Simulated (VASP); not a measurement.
# CsCl in VASP: notebook

Aim: see how the results for CsCl move with the level of theory and the settings. Levels: PBE, PBEsol. Tasks: electric field gradients.

Everything below comes from runs of VASP 6.6.1. Logs are shortened: lines on timing, memory, paths and dates and some standing lists are left out, and cuts for length are marked.

### Step 1. The cell of the first run

Symmetry: Pm-3m, No. 221, cubic system. The conventional cell has a = 4.191 Å, b = 4.191 Å, c = 4.191 Å, α = 90.00°, β = 90.00°, γ = 90.00°. Cs (site symmetry m-3m) has 8 Cl at 3.63 Å and 6 Cs at 4.19 Å within 4.8 Å. Cl (site symmetry m-3m) has 8 Cs at 3.63 Å and 6 Cl at 4.19 Å within 4.8 Å.

### Step 2. Electric field gradients, PBE (volume scaled by 1.05)

Input file INCAR:

```
SYSTEM = CsCl
PREC     = Accurate       ! precision mode
ENCUT    = 400            ! plane-wave cutoff, eV
EDIFF    = 1E-8           ! SCF threshold, eV
ISMEAR   = -1             ! smearing method
SIGMA    = 0.03           ! smearing width, eV
LREAL    = .False.        ! projectors in reciprocal space
LASPH    = .True.         ! aspherical terms in the spheres
NELM     = 120            ! most SCF steps
ALGO     = Normal         ! electronic algorithm
ISIF     = 2              ! what is computed and relaxed
LWAVE    = .False.        ! write WAVECAR
LCHARG   = .False.        ! write CHGCAR
GGA      = PE             ! functional
LEFG     = .True.       
NBANDS   = 15             ! bands
GGA_COMPAT= .False.
```

Input file KPOINTS:

```
regular mesh
0
Gamma
  6 6 6
  0 0 0
```

Input file POSCAR:

```
CsCl
1.0
    4.1906021792      0.0000000000      0.0000000000
    0.0000000000      4.1906021792      0.0000000000
    0.0000000000      0.0000000000      4.1906021792
Cs Cl
1 1
Direct
    0.0000000000      0.0000000000      0.0000000000
    0.5000000000      0.5000000000      0.5000000000
```

Potentials or basis: VASP PAW PBE potentials, release 64 (Cs_sv, Cl).

Run with:

```console
> cat potpaw_PBE.64/Cs_sv/POTCAR potpaw_PBE.64/Cl/POTCAR > POTCAR
> mpirun -np 1 vasp_std > vasp.out
```

OUTCAR:

```text
SYSTEM = CsCl
   PREC = Accurate
   ENCUT = 400
   EDIFF = 1E-8
   ISMEAR = -1
   LREAL = .False.
   LASPH = .True.
   NELM = 120
   ISIF = 2
   GGA = PE

 ion  position               nearest neighbor table
   1  0.000  0.000  0.000-
   2  0.500  0.500  0.500-

  LATTYP: Found a simple cubic cell.
 ALAT       =     4.1906021792

  Lattice vectors:

 A1 = (   4.1906021792,   0.0000000000,   0.0000000000)
 A2 = (   0.0000000000,   4.1906021792,   0.0000000000)
 A3 = (   0.0000000000,   0.0000000000,   4.1906021792)

Analysis of symmetry for initial positions (statically):
=====================================================================
 Subroutine PRICEL returns:
 Original cell was already a primitive cell.

 Routine SETGRP: Setting up the symmetry group for a
 simple cubic supercell.

 Subroutine GETGRP returns: Found 48 space group operations
 (whereof 48 operations were pure point group operations)
 out of a pool of 48 trial point group operations.

The static configuration has the point symmetry O_h .

Analysis of symmetry for dynamics (positions and initial velocities):
=====================================================================
 Subroutine PRICEL returns:
 Original cell was already a primitive cell.

 Routine SETGRP: Setting up the symmetry group for a
 simple cubic supercell.

 Subroutine GETGRP returns: Found 48 space group operations
 (whereof 48 operations were pure point group operations)
 out of a pool of 48 trial point group operations.

The dynamic configuration has the point symmetry O_h .

 Subroutine INISYM returns: Found 48 space group operations
 (whereof 48 operations are pure point group operations),
 and found     1 'primitive' translations

----------------------------------------------------------------------------------------

                                     Primitive cell

  volume of cell :      73.5918

  direct lattice vectors                    reciprocal lattice vectors
     4.190602179  0.000000000  0.000000000     0.238629189  0.000000000  0.000000000
[... 128 lines left out ...]

 E-fermi :   0.1343     XC(G=0):  -8.0364

 val. band max:       -0.5629982820   @ k =   0.0000   0.0000   0.0000
 cond. band min:       4.4800431680   @ k =   0.0000   0.0000   0.0000
 fundamental gap:      5.0430414501
 Fermi energy:         0.1342743752

 k-point     1 :       0.0000    0.0000    0.0000
  band No.  band energies     occupation
      1     -20.0140      2.00000
      2     -12.6792      2.00000
      3      -6.5341      2.00000
      4      -6.5341      2.00000
      5      -6.5341      2.00000
      6      -0.5630      2.00000
      7      -0.5630      2.00000
      8      -0.5630      2.00000
      9       4.4800      0.00000
     10       4.8681      0.00000
     11       4.8681      0.00000
     12       9.2858      0.00000
     13       9.2858      0.00000
     14       9.2858      0.00000
[... 329 lines left out ...]
      2     -12.5291      2.00000
      3      -7.0088      2.00000
      4      -7.0088      2.00000
      5      -7.0088      2.00000
      6      -1.5433      2.00000
      7      -1.5433      2.00000
      8      -1.5433      2.00000
      9       7.7196      0.00000
     10       7.7196      0.00000
     11       7.7196      0.00000
     12       9.6843      0.00000
     13       9.6843      0.00000
     14       9.6843      0.00000
     15      11.5215      0.00000

------------------------ aborting loop because EDIFF is reached ----------------------------------------

  FORCE on cell =-STRESS in cart. coord.  units (eV):
  Direction    XX          YY          ZZ          XY          YZ          ZX
  --------------------------------------------------------------------------------------
  -------------------------------------------------------------------------------------
  Total        0.0803066      0.0803066      0.0803066     -0.0000000      0.0000000     -0.0000000
  in kB        1.7483671      1.7483671      1.7483671     -0.0000000      0.0000000     -0.0000000
  external PRESSURE =       1.7483671 kB  Pullay stress =       0.0000000 kB

 VOLUME and BASIS-vectors are now :
 -----------------------------------------------------------------------------
  energy-cutoff  :      400.00
  volume of cell :       73.59
      direct lattice vectors                 reciprocal lattice vectors
     4.190602179  0.000000000  0.000000000     0.238629189  0.000000000  0.000000000
     0.000000000  4.190602179  0.000000000     0.000000000  0.238629189  0.000000000
     0.000000000  0.000000000  4.190602179     0.000000000  0.000000000  0.238629189

 POSITION                                       TOTAL-FORCE (eV/Angst)
 -----------------------------------------------------------------------------------
      0.00000      0.00000      0.00000         0.000000      0.000000      0.000000
      2.09530      2.09530      2.09530         0.000000      0.000000      0.000000
 -----------------------------------------------------------------------------------
    total drift:                               -0.000000      0.000000      0.000000

  FREE ENERGIE OF THE ION-ELECTRON SYSTEM (eV)
  ---------------------------------------------------
  free  energy   TOTEN  =        -6.5404638230 eV

  energy  without entropy=       -6.5404638230  energy(sigma->0) =       -6.54046382

 Electric field gradients (V/A^2)
---------------------------------------------------------------------
 ion       V_xx      V_yy      V_zz      V_xy      V_xz      V_yz
---------------------------------------------------------------------
   1      -0.000    -0.000     0.000    -0.000     0.000    -0.000
   2      -0.000    -0.000    -0.000    -0.000    -0.000    -0.000
---------------------------------------------------------------------

 Electric field gradients after diagonalization (V/A^2)
 (convention: |V_zz| > |V_xx| > |V_yy|)
----------------------------------------------------------------------
 ion       V_xx      V_yy      V_zz     asymmetry (V_yy - V_xx)/ V_zz
----------------------------------------------------------------------
   1      -0.000     0.000    -0.000      -0.514
   2      -0.000    -0.000    -0.000      -0.157
----------------------------------------------------------------------

           NMR quadrupolar parameters

 Cq : quadrupolar parameter    Cq=e*Q*V_zz/h
 eta: asymmetry parameters     (V_yy - V_xx)/ V_zz
 Q  : nuclear electric quadrupole moment in mb (millibarn)
----------------------------------------------------------------------
 ion       Cq(MHz)       eta       Q (mb)
----------------------------------------------------------------------
   1      -0.000      -0.514       1.000
   2      -0.000      -0.157       1.000
----------------------------------------------------------------------
```

OSZICAR:

```text
N       E                     dE             d eps       ncg     rms          rms(c)
DAV:   1     0.799897697608E+02    0.79990E+02   -0.57832E+03   600   0.745E+02
DAV:   2    -0.132914926795E+01   -0.81319E+02   -0.74941E+02   898   0.149E+02
DAV:   3    -0.692546700509E+01   -0.55963E+01   -0.55785E+01   768   0.426E+01
DAV:   4    -0.697247639871E+01   -0.47009E-01   -0.47004E-01   754   0.485E+00
DAV:   5    -0.697305704394E+01   -0.58065E-03   -0.58064E-03   845   0.526E-01    0.230E+00
DAV:   6    -0.658695034753E+01    0.38611E+00   -0.44374E-01   761   0.364E+00    0.164E+00
DAV:   7    -0.653981063724E+01    0.47140E-01   -0.14511E-01   768   0.199E+00    0.110E+00
DAV:   8    -0.654051255040E+01   -0.70191E-03   -0.18623E-02   705   0.848E-01    0.224E-01
DAV:   9    -0.654020858936E+01    0.30396E-03   -0.26763E-03   789   0.272E-01    0.106E-01
DAV:  10    -0.654045507740E+01   -0.24649E-03   -0.36188E-04   663   0.133E-01    0.123E-02
DAV:  11    -0.654046374793E+01   -0.86705E-05   -0.19423E-05   761   0.292E-02    0.133E-02
DAV:  12    -0.654046393481E+01   -0.18688E-06   -0.89288E-06   719   0.171E-02    0.551E-03
DAV:  13    -0.654046381124E+01    0.12357E-06   -0.34020E-07   677   0.361E-03    0.253E-03
DAV:  14    -0.654046383032E+01   -0.19077E-07   -0.17243E-07   782   0.227E-03    0.344E-04
DAV:  15    -0.654046382301E+01    0.73089E-08   -0.45865E-09   489   0.440E-04
   1 F= -.65404638E+01 E0= -.65404638E+01  d E =-.588485E-11
```

Run time: 13 s. Hardware: 1 thread of Intel Xeon Platinum 8259CL at 2.50GHz (Skylake/Cascade Lake), shared host; peak memory 0.15 GiB.

Results:

| Item | Value |
| --- | --- |
| Free energy | -6.5405 eV |
| Pressure | 0.2 GPa |
| Band gap on the k mesh | 5.04 eV, direct |

Caveat: without QUAD_EFG the Cq values of the log hold for a quadrupole moment of 1 mb, not for the nuclei; spin-orbit coupling is left out, which moves the levels of the heavy elements.

### Step 3. Electric field gradients, PBE (z stretched by +1.5 % at fixed volume)

Input file INCAR:

```
ALGO = Normal
EDIFF = 1E-8
ENCUT = 400
GGA = PE
GGA_COMPAT = F
ISIF = 2
ISMEAR = -1
LASPH = T
LCHARG = F
LEFG = T
LREAL = F
LWAVE = F
NBANDS = 15
NELM = 120
PREC = Accurate
SIGMA = 0.03
```

Input file KPOINTS:

```
k-points
0
Gamma
  6 6 6
```

Input file POSCAR:

```
CsCl
1.0
    4.0924210861      0.0000000000      0.0000000000
    0.0000000000      4.0924210861      0.0000000000
    0.0000000000      0.0000000000      4.1848450000
Cs Cl
1 1
Direct
    0.0000000000      0.0000000000      0.0000000000
    0.5000000000      0.5000000000      0.5000000000
```

Potentials or basis: VASP PAW PBE potentials, release 64 (Cs_sv, Cl).

Run with:

```console
> cat potpaw_PBE.64/Cs_sv/POTCAR potpaw_PBE.64/Cl/POTCAR > POTCAR
> mpirun -np 1 vasp_std > vasp.out
```

OUTCAR:

```text
EDIFF = 1E-8
   ENCUT = 400
   GGA = PE
   ISIF = 2
   ISMEAR = -1
   LASPH = T
   LREAL = F
   NELM = 120
   PREC = Accurate

 ion  position               nearest neighbor table
   1  0.000  0.000  0.000-
   2  0.500  0.500  0.500-

  LATTYP: Found a simple tetragonal cell.
 ALAT       =     4.0924210861
 C/A-ratio  =     1.0225841652

  Lattice vectors:

 A1 = (   4.0924210861,   0.0000000000,   0.0000000000)
 A2 = (   0.0000000000,   4.0924210861,   0.0000000000)
 A3 = (   0.0000000000,   0.0000000000,   4.1848450000)

Analysis of symmetry for initial positions (statically):
=====================================================================
 Subroutine PRICEL returns:
 Original cell was already a primitive cell.

 Routine SETGRP: Setting up the symmetry group for a
 simple tetragonal supercell.

 Subroutine GETGRP returns: Found 16 space group operations
 (whereof 16 operations were pure point group operations)
[... 619 lines left out ...]
      direct lattice vectors                 reciprocal lattice vectors
     4.092421086  0.000000000  0.000000000     0.244354131  0.000000000  0.000000000
     0.000000000  4.092421086  0.000000000     0.000000000  0.244354131  0.000000000
     0.000000000  0.000000000  4.184845000     0.000000000  0.000000000  0.238957476

 POSITION                                       TOTAL-FORCE (eV/Angst)
 -----------------------------------------------------------------------------------
      0.00000      0.00000      0.00000         0.000000      0.000000      0.000000
      2.04621      2.04621      2.09242         0.000000      0.000000      0.000000
 -----------------------------------------------------------------------------------
    total drift:                                0.000000      0.000000      0.000000

  FREE ENERGIE OF THE ION-ELECTRON SYSTEM (eV)
  ---------------------------------------------------
  free  energy   TOTEN  =        -6.5248159660 eV

  energy  without entropy=       -6.5248159660  energy(sigma->0) =       -6.52481597

 Electric field gradients (V/A^2)
---------------------------------------------------------------------
 ion       V_xx      V_yy      V_zz      V_xy      V_xz      V_yz
---------------------------------------------------------------------
   1       5.638     5.638   -11.276    -0.000    -0.000    -0.000
   2      -1.872    -1.872     3.744     0.000     0.000     0.000
---------------------------------------------------------------------

 Electric field gradients after diagonalization (V/A^2)
 (convention: |V_zz| > |V_xx| > |V_yy|)
----------------------------------------------------------------------
 ion       V_xx      V_yy      V_zz     asymmetry (V_yy - V_xx)/ V_zz
----------------------------------------------------------------------
   1       5.638     5.638   -11.276       0.000
   2      -1.872    -1.872     3.744       0.000
----------------------------------------------------------------------

           NMR quadrupolar parameters

 Cq : quadrupolar parameter    Cq=e*Q*V_zz/h
 eta: asymmetry parameters     (V_yy - V_xx)/ V_zz
 Q  : nuclear electric quadrupole moment in mb (millibarn)
----------------------------------------------------------------------
 ion       Cq(MHz)       eta       Q (mb)
----------------------------------------------------------------------
   1      -0.027       0.000       1.000
   2       0.009       0.000       1.000
----------------------------------------------------------------------
```

Run time: 26 s. Hardware: 1 thread of Intel Xeon Platinum 8488C (Sapphire Rapids), shared host; peak memory 0.16 GiB.

What came out:

| Quantity | Value |
| --- | --- |
| Free energy | -6.5248 eV |
| Pressure | 1.0 GPa |
| Band gap on the k mesh | 5.21 eV, direct |

Levels at points of the mesh, in eV from the valence-band top:
```tsv
k point	band 6	band 7	band 8	band 9	band 10	band 11
(0.00, 0.00, 0.00)	-0.07	0.00	0.00	5.21	5.37	5.39
(0.50, 0.00, 0.00)	-1.19	-0.32	-0.22	6.41	7.64	8.88
(0.50, 0.50, 0.00)	-0.46	-0.46	-0.13	5.88	5.97	7.81
(0.00, 0.00, 0.50)	-1.18	-0.24	-0.24	6.33	7.47	8.82
(0.50, 0.00, 0.50)	-0.46	-0.43	-0.05	5.90	6.06	7.98
(0.50, 0.50, 0.50)	-1.12	-1.12	-1.11	8.32	8.54	8.54
```

Electric field gradients, principal values (V/Å²):
| atom | least | middle | greatest (by size) |
| --- | --- | --- | --- |
| 1 Cs | 5.638 | 5.638 | -11.276 |
| 2 Cl | -1.872 | -1.872 | 3.744 |

Caveat: without QUAD_EFG the Cq values of the log hold for a quadrupole moment of 1 mb, not for the nuclei; spin-orbit coupling is left out, which moves the levels of the heavy elements. A k mesh can miss the band edges.

[end of part 1 of 2]
